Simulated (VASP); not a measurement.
A run of VASP 6.6.1 is set up as follows.

The input INCAR:

```
SYSTEM = Co
ALGO = Normal
EDIFF = 1E-6
ENCUT = 520
GGA = PE
ISIF = 2
ISMEAR = -1
LASPH = .True.
LCHARG = .False.
LREAL = .False.
LWAVE = .False.
NBANDS = 16
NELM = 60
PREC = Accurate
SIGMA = 0.1
```

The input KPOINTS:

```
k-points
0
Gamma
  2 2 2
  0 0 0
```

POSCAR

```
Co
1.0
    2.4583936733      0.0000000000      0.0000000000
   -1.2291968366      2.1290313736      0.0000000000
    0.0000000000      0.0000000000      3.9606917934
Co
2
Direct
    0.3333333333      0.6666666667      0.2500000000
    0.6666666667      0.3333333333      0.7500000000
```

Potentials or basis: VASP PAW PBE potentials, release 64 (Co).

The run is started by

```bash
$ cat potpaw_PBE.64/Co/POTCAR > POTCAR
$ mpirun -np 1 vasp_std > vasp.out
```

Question: Predict the band gap on the k mesh.

Answer: Zero (band 9 reaches 11.25 eV, above the bottom of band 10 at 10.89 eV).

Question: Estimate the pressure.

Answer: 14.1 GPa.

Stress tensor (GPa, compression positive):
```
15.21  0.00  0.00
 0.00 15.21  0.00
 0.00  0.00 11.83
```

Caveat: the k points lie up to 1.48 Å⁻¹ apart; the run has no spin polarisation, though such a crystal can be magnetic. Spin polarisation is off, so any magnetic state and its effect on volume and gap are missing.
